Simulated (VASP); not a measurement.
Set up this calculation in VASP 6.6.1, as the native input.

```yaml
Task: single point
Functional: PBE
Potentials_or_basis: VASP PAW PBE potentials, release 64 (Y_sv, Si, Tl_d)
Cutoff: 520 eV
k_mesh: 8 × 8 × 8
Occupations: fermi-dirac, width 0.0532 eV
Spin: no spin polarisation
Dipole_correction: no
Further_INCAR_settings: ALGO = Normal; EDIFF = 1e-07; NBANDS = 30
```

The structure of YTl2Si2 lies in POSCAR:

```
YTl2Si2
1.0
    0.0000000000      4.5393370000      0.0000000000
    4.5393370000      0.0000000000      0.0000000000
    2.2696690000      2.2696690000     -5.3533980000
Y Si Tl
1 2 2
Direct
    0.0000000000      0.0000000000      0.0000000000
    0.3750000000      0.3750000000      0.2500000000
    0.6250000000      0.6250000000      0.7500000000
    0.7500000000      0.2500000000      0.5000000000
    0.2500000000      0.7500000000      0.5000000000
```

One way to write it, as run:

INCAR

```
PREC = Accurate
ENCUT = 520
EDIFF = 1E-7
ISMEAR = -1
SIGMA = 0.0532
LREAL = False
LASPH = True
NELM = 100
ALGO = Normal
ISIF = 2
LWAVE = False
LCHARG = True
GGA = PE
LELF = True
LVHAR = True
NBANDS = 30
```

KPOINTS

```
regular mesh
0
Gamma
  8 8 8
```

Potentials or basis: VASP PAW PBE potentials, release 64 (Y_sv, Si, Tl_d).

Launch:

```bash
$ cat potpaw_PBE.64/Y_sv/POTCAR potpaw_PBE.64/Si/POTCAR potpaw_PBE.64/Tl_d/POTCAR > POTCAR
$ mpirun -np 1 vasp_std > vasp.out
```

It gave:

```json
{"Pressure": "10.5 GPa", "Largest force": "2.812 eV/Å"}
```

Caveat: forces of over 1 eV/Å act on the atoms, so gaps and moduli don't describe the material at rest.

Run time: 2.4 min on 1 thread of Intel Xeon 6975P-C, on a shared host, peak memory 0.38 GiB.
